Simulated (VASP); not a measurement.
# Co (P6_3/mmc) in VASP: notebook

The runs below take Co through single point, with r2SCAN.

Everything below comes from runs of VASP 6.6.1. Logs are shortened: lines on timing, memory, paths and dates and some standing lists are left out, and cuts for length are marked.

## Step 1: The cell of the first run

The structure is hexagonal, space group P6_3/mmc (No. 194). Conventional cell: a = 2.472 Å, b = 2.472 Å, c = 4.027 Å, α = 90.00°, β = 90.00°, γ = 120.00°. Co (site symmetry -6m2) has 12 Co at 2.47 Å within 3.3 Å.

## Step 2: Single point, r2SCAN, collinear spin, ferromagnetic start

The input, POSCAR:

```
Co
1.0
    2.4715232260      0.0000000000      0.0000000000
   -1.2357616130      2.1404018997      0.0000000000
    0.0000000000      0.0000000000      4.0271144694
Co
2
Direct
    0.3333333333      0.6666666667      0.2500000000
    0.6666666667      0.3333333333      0.7500000000
```

The input, INCAR.step1:

```
ALGO     = Normal         # electronic algorithm
EDIFF    = 1E-4           # SCF threshold, eV
ENCUT    = 520            # plane-wave cutoff, eV
GGA      = PE             # functional
ISMEAR   = -1             # smearing method
ISPIN    = 2              # spin polarisation
LASPH    = T              # aspherical terms in the spheres
LCHARG   = F              # write CHGCAR
LMAXMIX  = 4              # l up to which the mixer works
LREAL    = F              # projectors in reciprocal space
LWAVE    = T              # write WAVECAR
MAGMOM   = 1.891 1.891    # initial moments
NBANDS   = 20             # bands
NELM     = 150            # most SCF steps
PREC     = Accurate       # precision mode
SIGMA    = 0.05           # smearing width, eV
```

The input, INCAR.step2:

```
ALGO     = Normal         # electronic algorithm
EDIFF    = 1E-6           # SCF threshold, eV
ENCUT    = 520            # plane-wave cutoff, eV
ISIF     = 2              # what is computed and relaxed
ISMEAR   = -1             # smearing method
ISPIN    = 2              # spin polarisation
ISTART   = 1            
LASPH    = T              # aspherical terms in the spheres
LCHARG   = F              # write CHGCAR
LMAXMIX  = 4              # l up to which the mixer works
LMIXTAU  = T            
LORBIT   = 11             # projections on sites
LREAL    = F              # projectors in reciprocal space
LWAVE    = F              # write WAVECAR
MAGMOM   = 1.891 1.891    # initial moments
METAGGA  = R2SCAN         # meta-GGA
NBANDS   = 20             # bands
NELM     = 150            # most SCF steps
PREC     = Accurate       # precision mode
SIGMA    = 0.05           # smearing width, eV
```

The input, KPOINTS:

```
k-points
0
Gamma
  15 15 8
```

Potentials or basis: VASP PAW PBE potentials, release 64 (Co).

The run is started by

```bash
cat potpaw_PBE.64/Co/POTCAR > POTCAR
cp INCAR.step1 INCAR
mpirun -np 1 vasp_std > vasp.out
cp INCAR.step2 INCAR
mpirun -np 1 vasp_std > vasp.out
```

OUTCAR:

```text
EDIFF = 1E-6
   ENCUT = 520
   ISIF = 2
   ISMEAR = -1
   ISPIN = 2
   ISTART = 1
   LASPH = T
   LORBIT = 11
   LREAL = F
   METAGGA = R2SCAN
   NELM = 150
   PREC = Accurate

 ion  position               nearest neighbor table
   1  0.333  0.667  0.250-   2 2.47   2 2.47   2 2.47   2 2.47   2 2.47   2 2.47
   2  0.667  0.333  0.750-   1 2.47   1 2.47   1 2.47   1 2.47   1 2.47   1 2.47

  LATTYP: Found a hexagonal cell.
 ALAT       =     2.4715232260
 C/A-ratio  =     1.6294058769

  Lattice vectors:

 A1 = (   2.4715232260,   0.0000000000,   0.0000000000)
 A2 = (  -1.2357616130,   2.1404018997,   0.0000000000)
 A3 = (   0.0000000000,   0.0000000000,   4.0271144694)

Analysis of symmetry for initial positions (statically):
=====================================================================
 Subroutine PRICEL returns:
 Original cell was already a primitive cell.

 Routine SETGRP: Setting up the symmetry group for a
 hexagonal supercell.

 Subroutine GETGRP returns: Found 24 space group operations
 (whereof 12 operations were pure point group operations)
 out of a pool of 24 trial point group operations.

The static configuration has the point symmetry D_3d.
 The point group associated with its full space group is D_6h.

Analysis of symmetry for dynamics (positions and initial velocities):
=====================================================================
 Subroutine PRICEL returns:
 Original cell was already a primitive cell.

 Routine SETGRP: Setting up the symmetry group for a
 hexagonal supercell.

 Subroutine GETGRP returns: Found 24 space group operations
 (whereof 12 operations were pure point group operations)
 out of a pool of 24 trial point group operations.

The dynamic configuration has the point symmetry D_3d.
 The point group associated with its full space group is D_6h.

Analysis of structural, dynamic, and magnetic symmetry:
=====================================================================
 Subroutine PRICEL returns:
 Original cell was already a primitive cell.

 Routine SETGRP: Setting up the symmetry group for a
 hexagonal supercell.

 Subroutine GETGRP returns: Found 24 space group operations
 (whereof 12 operations were pure point group operations)
 out of a pool of 24 trial point group operations.

The overall configuration has the point symmetry D_3d.
 The point group associated with its full space group is D_6h.

 Subroutine INISYM returns: Found 24 space group operations
 (whereof 12 operations are pure point group operations),
 and found     1 'primitive' translations

----------------------------------------------------------------------------------------

                                     Primitive cell

  volume of cell :      21.3036

  direct lattice vectors                    reciprocal lattice vectors
     2.471523226  0.000000000  0.000000000     0.404608781  0.233600989  0.000000000
    -1.235761613  2.140401900  0.000000000     0.000000000  0.467201977  0.000000000
     0.000000000  0.000000000  4.027114469     0.000000000  0.000000000  0.248316756

  length of vectors
     2.471523226  2.471523226  4.027114469     0.467201977  0.467201977  0.248316756

  position of ions in fractional coordinates (direct lattice)
     0.333333333  0.666666667  0.250000000
     0.666666667  0.333333333  0.750000000

  ion indices of the primitive-cell ions
   primitive index   ion index
                 1           1
                 2           2

----------------------------------------------------------------------------------------

 KPOINTS: k-points

Automatic generation of k-mesh.
 Grid dimensions read from file:
 generate k-points for:   15   15    8

 Generating k-lattice:

  Cartesian coordinates                     Fractional coordinates (reciprocal lattice)
     0.026973919  0.015573399  0.000000000     0.066666667  0.000000000  0.000000000
     0.000000000  0.031146798  0.000000000     0.000000000  0.066666667  0.000000000
     0.000000000  0.000000000  0.031039594     0.000000000  0.000000000  0.125000000

  Length of vectors
     0.031146798  0.031146798  0.031039594

  Shift w.r.t. Gamma in fractional coordinates (k-lattice)
     0.000000000  0.000000000  0.000000000

 Subroutine IBZKPT returns following result:
 ===========================================

 Found    135 irreducible k-points:

 Following reciprocal coordinates:
            Coordinates               Weight
  0.000000  0.000000  0.000000      1.000000
  0.066667 -0.000000  0.000000      6.000000
  0.133333 -0.000000  0.000000      6.000000
  0.200000  0.000000  0.000000      6.000000
  0.266667 -0.000000  0.000000      6.000000
  0.333333 -0.000000  0.000000      6.000000
[... 16 lines left out ...]
  0.333333  0.200000  0.000000     12.000000
  0.400000  0.200000  0.000000      6.000000
 [... further k-points ...]
   k-points           NKPTS =    135   k-points in BZ     NKDIM =    135   number of bands    NBANDS=     20
   number of dos      NEDOS =    301   number of ions     NIONS =      2
   total plane-waves  NPLWV =   9720
   dimension x,y,z NGX =    18 NGY =   18 NGZ =   30
   dimension x,y,z NGXF=    36 NGYF=   36 NGZF=   60
   ions per type =               2
   NGX,Y,Z   is equivalent  to a cutoff of  12.11, 12.11, 12.38 a.u.
   NGXF,Y,Z  is equivalent  to a cutoff of  24.22, 24.22, 24.77 a.u.
 SYSTEM =  unknown system
   PREC   = accura    normal or accurate (medium, high low for compatibility)
   ISTART =      1    job   : 0-new  1-cont  2-samecut
   ICHARG =      0    charge: 1-file 2-atom 10-const
   ISPIN  =      2    spin polarized calculation?
   LNONCOLLINEAR =      F non collinear calculations
   LSORBIT =      F    spin-orbit coupling
   LASPH  =      T    aspherical Exc in radial PAW
   ENCUT  =  520.0 eV  38.22 Ry    6.18 a.u.   4.60  4.60  7.49*2*pi/ulx,y,z
   NELM   =    150;   NELMIN=  2; NELMDL=  0     # of ELM steps
   EDIFF  = 0.1E-05   stopping-criterion for ELM
   LREAL  =      F    real-space projection
   EDIFFG = 0.1E-04   stopping-criterion for IOM
   NSW    =      0    number of steps for IOM
   IBRION =     -1    ionic relax: 0-MD 1-quasi-New 2-CG
   NFREE  =      0    steps in history (QN), initial steepest desc. (CG)
   ISIF   =      2    stress and relaxation
   ISYM   =      2    0-nonsym 1-usesym 2-fastsym
   POTIM  = 0.5000    time-step for ionic-motion
   TEBEG  =    0.0;   TEEND  =   0.0 temperature during run
   PSTRESS=    0.0 pullay stress
   NELECT =      18.0000    total number of electrons
   NUPDOWN=      -1.0000    fix difference up-down
   EMIN   =  10.00;   EMAX   =-10.00  energy-range for DOS
   EFERMI =   0.00;   METHOD = LEGACY
   ISMEAR =    -1;   SIGMA  =   0.05  broadening in eV -4-tet -1-fermi 0-gaus
   EFERMI_NEDOS =   21; number of points for ismear=-14 and -15
   IALGO  =     38    algorithm
   IMIX   =      4    mixing-type and parameters
     AMIX     =   0.40;   BMIX     =  1.00
     AMIX_MAG =   1.60;   BMIX_MAG =  1.00
  volume/ion in A,a.u.               =      10.65        71.88
  Fermi-wavevector in a.u.,A,eV,Ry     =   1.547679  2.924690 32.590191  2.395312
  Thomas-Fermi vector in A             =   2.652738
   LORBIT       =     11    0 simple, 1 ext, 2 COOP (PROOUT), +10 PAW based schemes
   METAGGA = R2SCAN    functional components
   LHFCALC =     F    Hartree Fock is set to
   AEXX    =    0.0000 exact exchange contribution
   IVDW    =     0    specifies the selected vdW correction
   LEPSILON=     F    determine dielectric tensor
   LRPA    =     F    only Hartree local field effects (RPA)
 spin polarized calculation
  energy-cutoff  :      520.00
  volume of cell :       21.30
 maximum number of plane-waves:       588
   NGX =  9   NGY =  9   NGZ = 15

 number of electron      17.9999991 magnetization       3.4009284

 Free energy of the ion-electron system (eV)
  ---------------------------------------------------
  ext. energy  EPLUGINS =         0.00000000
  ---------------------------------------------------
  free energy    TOTEN  =       -26.41645404 eV

  energy without entropy =      -26.40265584  energy(sigma->0) =      -26.40955494

 E-fermi :  10.5992     XC(G=0): -14.8004

 val. band max:       10.5987938339   @ k =   0.1333   0.0667   0.1250
 cond. band min:      10.6061384756   @ k =   0.1333   0.0667   0.0000
 fundamental gap:      0.0073446418
 Fermi energy:        10.5991873924

 spin component 1

 k-point     1 :       0.0000    0.0000    0.0000
  band No.  band energies     occupation
      1       1.1451      1.00000
      2       4.7625      1.00000
      3       7.1907      1.00000
      4       7.2463      1.00000
      5       7.2465      1.00000
      6       7.5509      1.00000
[... 12 lines left out ...]
     19      37.5871      0.00000
     20      37.5873      0.00000
[... 507 lines left out ...]
 k-point    24 :       0.4000    0.2000    0.0000
  band No.  band energies     occupation
      1       5.4557      1.00000
      2       5.6017      1.00000
      3       5.7038      1.00000
      4       6.7532      1.00000
      5       6.9357      1.00000
      6       7.1734      1.00000
[... 12 lines left out ...]
     19      30.7880      0.00000
     20      40.3988      0.00000

 [... further k-points ...]

 spin component 2

 k-point     1 :       0.0000    0.0000    0.0000
  band No.  band energies     occupation
      1       0.5334      1.00000
      2       5.8881      1.00000
      3       9.5575      1.00000
      4       9.6634      1.00000
      5       9.6634      1.00000
      6       9.7140      1.00000
[... 12 lines left out ...]
     19      38.2606      0.00000
     20      38.2606      0.00000
[... 507 lines left out ...]
 k-point    24 :       0.4000    0.2000    0.0000
  band No.  band energies     occupation
      1       6.8205      1.00000
      2       7.1860      1.00000
      3       7.2687      1.00000
      4       7.7711      1.00000
      5       9.2507      1.00000
      6       9.3349      1.00000
[... 12 lines left out ...]
     19      31.4847      0.00000
     20      41.3778      0.00000

 [... further k-points ...]
[... 5 lines left out ...]
  --------------------------------------------------------------------------------------
  -------------------------------------------------------------------------------------
  Total       -0.1979917     -0.1979917     -0.2203382      0.0000000     -0.0000000      0.0000000
  in kB      -14.8903061    -14.8903061    -16.5709087      0.0000000     -0.0000000      0.0000000
  external PRESSURE =     -15.4505070 kB  Pullay stress =       0.0000000 kB

 VOLUME and BASIS-vectors are now :
 -----------------------------------------------------------------------------
  energy-cutoff  :      520.00
  volume of cell :       21.30
      direct lattice vectors                 reciprocal lattice vectors
     2.471523226  0.000000000  0.000000000     0.404608781  0.233600989  0.000000000
    -1.235761613  2.140401900  0.000000000     0.000000000  0.467201977  0.000000000
     0.000000000  0.000000000  4.027114469     0.000000000  0.000000000  0.248316756

 POSITION                                       TOTAL-FORCE (eV/Angst)
 -----------------------------------------------------------------------------------
     -0.00000      1.42693      1.00678        -0.000000     -0.000000      0.000000
      1.23576      0.71347      3.02034         0.000000      0.000000      0.000000
 -----------------------------------------------------------------------------------
    total drift:                                0.000000     -0.000000     -0.000000

  FREE ENERGIE OF THE ION-ELECTRON SYSTEM (eV)
  ---------------------------------------------------
  free  energy   TOTEN  =       -26.4164540373 eV

  energy  without entropy=      -26.4026558426  energy(sigma->0) =      -26.40955494

 total charge

# of ion       s       p       d       tot
------------------------------------------
    1        0.516   0.574   7.243   8.333
    2        0.516   0.574   7.243   8.333
--------------------------------------------------
tot          1.032   1.148  14.486  16.666

 magnetization (x)

# of ion       s       p       d       tot
------------------------------------------
    1       -0.015  -0.091   1.870   1.764
    2       -0.015  -0.091   1.870   1.764
--------------------------------------------------
tot         -0.030  -0.182   3.739   3.528
```

Run time: 4.9 min. Hardware: 1 thread of Intel Xeon Platinum 8559C (Emerald Rapids), shared host; peak memory 0.19 GiB.

Results:

```yaml
Free_energy: -26.4165 eV
Pressure: -1.5 GPa
Net_moment: 3.40 μB per cell
Site_moments: Co +1.76 μB
Valence_electrons_inside_the_program's_atomic_spheres: Co 8.33
```

Stress tensor (GPa, compression positive):
```
-1.49  0.00  0.00
 0.00 -1.49  0.00
 0.00  0.00 -1.66
```

Levels at points of the mesh, in eV from the Fermi level:
Spin up:
```
           k point  band 7  band 8  band 9  band 10  band 11  band 12  band 13  band 14  band 15  band 16
(0.00, 0.00, 0.00)   -3.05   -2.70   -2.70    -1.60    -1.60    -0.33     6.24    22.95    25.75    25.75
(0.00, 0.00, 0.50)   -3.42   -3.42   -1.91    -1.91    -1.91    -1.91    15.30    15.30    23.73    23.73
```
Spin down:
```tsv
k point	band 5	band 6	band 7	band 8	band 9	band 10
(0.00, 0.00, 0.00)	-0.94	-0.89	-0.55	-0.55	-0.01	-0.01
(0.00, 0.00, 0.50)	-0.99	-0.99	-0.99	-0.99	0.91	0.91
```

Caveat: the PAW data sets were made with another functional, which shifts forces and pressure a little.

## Step 3: Single point, r2SCAN, collinear spin, ferromagnetic start

POSCAR is that of step 2.

The input, INCAR.step1:

```
SYSTEM = Co
PREC = Accurate
ENCUT = 520
ISMEAR = -1
SIGMA = 0.01
LREAL = .FALSE.
LASPH = .TRUE.
NELM = 150
ISPIN = 2
MAGMOM = 1.891 1.891
LMAXMIX = 4
NBANDS = 20
GGA = PE
ALGO = Normal
EDIFF = 1E-4
LWAVE = .TRUE.
LCHARG = .FALSE.
```

The input, INCAR.step2:

```
SYSTEM = Co
PREC = Accurate
ENCUT = 520
EDIFF = 1E-7
ISMEAR = -1
SIGMA = 0.01
LREAL = .FALSE.
LASPH = .TRUE.
NELM = 150
ALGO = Normal
ISIF = 2
LWAVE = .FALSE.
LCHARG = .FALSE.
ISPIN = 2
MAGMOM = 1.891 1.891
LORBIT = 11
LMAXMIX = 4
METAGGA = R2SCAN
LMIXTAU = .TRUE.
NBANDS = 20
ISTART = 1
```

The input, KPOINTS:

```
Automatic mesh
0
G
  15 15 8
  0 0 0
```

Potentials or basis: VASP PAW PBE potentials, release 64 (Co).

The run is started by

```bash
cat potpaw_PBE.64/Co/POTCAR > POTCAR
cp INCAR.step1 INCAR
mpirun -np 1 vasp_std > vasp.out
cp INCAR.step2 INCAR
mpirun -np 1 vasp_std > vasp.out
```

It took 5.5 min on 1 thread of Intel Xeon Platinum 8559C (Emerald Rapids), shared host; peak memory 0.2 GiB.

It converged, with:

| Item | Value |
| --- | --- |
| Free energy | -26.4098 eV |
| Pressure | -1.8 GPa |
| Net moment | 3.37 μB per cell |
| Site moments | Co +1.75 μB |
| Valence electrons inside the program's atomic spheres | Co 8.33 |

Stress tensor (GPa, compression positive):
```
-1.94  0.00  0.00
 0.00 -1.94  0.00
 0.00  0.00 -1.64
```

Levels at points of the mesh, in eV from the Fermi level:
Spin up:
```
           k point  band 8  band 9  band 10  band 11  band 12  band 13  band 14  band 15
(0.00, 0.00, 0.00)   -2.69   -2.69    -1.60    -1.60    -0.32     6.24    22.95    25.76
(0.00, 0.00, 0.50)   -3.42   -1.91    -1.91    -1.91    -1.91    15.30    15.30    23.74
```
Spin down:
```
           k point  band 3  band 4  band 5  band 6  band 7  band 8  band 9  band 10  band 11  band 12
(0.00, 0.00, 0.00)   -1.05   -0.95   -0.95   -0.89   -0.56   -0.56   -0.02    -0.02     1.26     1.26
(0.00, 0.00, 0.50)   -1.73   -1.73   -1.00   -1.00   -1.00   -1.00    0.90     0.90     0.90     0.90
```

Caveat: the PAW data sets were made with another functional, which shifts forces and pressure a little.

## Step 4: Single point, r2SCAN, collinear spin, antiferromagnetic start

This run uses another cell than the first one, of 11.15 Å³/atom.

The input, POSCAR:

```
Co
1.0
    2.4343793245      0.0000000000      0.0000000000
   -1.2171896622      2.1082343375      0.0000000000
    0.0000000000      0.0000000000      4.3466983404
Co
2
Direct
    0.3333333333      0.6666666667      0.2500000000
    0.6666666667      0.3333333333      0.7500000000
```

INCAR.step1: that of step 3 with these lines changed.

```diff
@@ -4,3 +4,3 @@
 ISMEAR = -1
-SIGMA = 0.01
+SIGMA = 0.05
 LREAL = .FALSE.
@@ -9,3 +9,3 @@
 ISPIN = 2
-MAGMOM = 1.891 1.891
+MAGMOM = 1.7 -1.7
 LMAXMIX = 4
```

INCAR.step2: that of step 3 with these lines changed.

```diff
@@ -5,3 +5,3 @@
 ISMEAR = -1
-SIGMA = 0.01
+SIGMA = 0.05
 LREAL = .FALSE.
@@ -14,3 +14,3 @@
 ISPIN = 2
-MAGMOM = 1.891 1.891
+MAGMOM = 1.7 -1.7
 LORBIT = 11
```

The input, KPOINTS:

```
regular mesh
0
G
  14 14 8
  0 0 0
```

The run is started by

```bash
cat potpaw_PBE.64/Co/POTCAR > POTCAR
cp INCAR.step1 INCAR
mpirun -np 1 vasp_std > vasp.out
cp INCAR.step2 INCAR
mpirun -np 1 vasp_std > vasp.out
```

Wall time 8.1 min (1 thread of Intel Xeon 8259CL, shared host); peak memory 0.2 GiB.

It converged, with:

```
Free energy                                           : -25.9362 eV
Pressure                                              : -0.1 GPa
Band gap on the k mesh                                : zero (filled and empty bands overlap)
Net moment                                            : 0.00 μB per cell
Site moments                                          : Co +1.88, -1.88 μB
Valence electrons inside the program's atomic spheres : Co 8.25
```

Stress tensor (GPa, compression positive):
```
-0.21  0.00  0.00
 0.00 -0.21  0.00
 0.00  0.00  0.15
```

Levels at points of the mesh, in eV from the Fermi level:
Spin up:
```csv
k point,band 7,band 8,band 9,band 10,band 11,band 12
"(0.00, 0.00, 0.00)",-2.41,-1.52,-0.79,-0.79,1.41,1.41
"(0.50, 0.00, 0.00)",-1.60,-1.13,1.11,1.47,1.50,3.81
"(0.00, 0.00, 0.50)",-2.46,-2.46,-0.70,-0.70,1.41,1.41
"(0.50, 0.00, 0.50)",-0.74,-0.53,0.86,1.34,1.51,1.81
```
Spin down:
```csv
k point,band 7,band 8,band 9,band 10,band 11,band 12
"(0.00, 0.00, 0.00)",-2.41,-1.52,-0.79,-0.79,1.41,1.41
"(0.50, 0.00, 0.00)",-1.60,-1.13,1.11,1.47,1.50,3.81
"(0.00, 0.00, 0.50)",-2.46,-2.46,-0.70,-0.70,1.41,1.41
"(0.50, 0.00, 0.50)",-0.74,-0.53,0.86,1.34,1.51,1.81
```

Caveat: the PAW data sets were made with another functional, which shifts forces and pressure a little.

## Step 5: Summary

| spin | cell | k mesh | smearing | gap on the mesh (eV) | pressure (GPa) | moment (μB) |
| --- | --- | --- | --- | --- | --- | --- |
| collinear, ferromagnetic start | a = 2.472, b = 2.472, c = 4.027 Å, angles 90.0, 90.0, 120.0°, 2 atoms | 15 × 15 × 8 | fermi-dirac 0.05 eV | none | -1.5 | 3.40 |
| collinear, ferromagnetic start | a = 2.472, b = 2.472, c = 4.027 Å, angles 90.0, 90.0, 120.0°, 2 atoms | 15 × 15 × 8 | fermi-dirac 0.01 eV | none | -1.8 | 3.37 |
| collinear, antiferromagnetic start | a = 2.434, b = 2.434, c = 4.347 Å, angles 90.0, 90.0, 120.0°, 2 atoms | 14 × 14 × 8 | fermi-dirac 0.05 eV | none | -0.1 | 0.00 |

Alike in all rows: task single point; level r2SCAN; potentials or basis VASP PAW PBE potentials, release 64 (Co); cutoff (eV) 520.

Caveats: the PAW data sets were made with another functional, which shifts forces and pressure a little.

Total energies depend on the potentials used, so only differences within one code and one set of settings carry meaning.
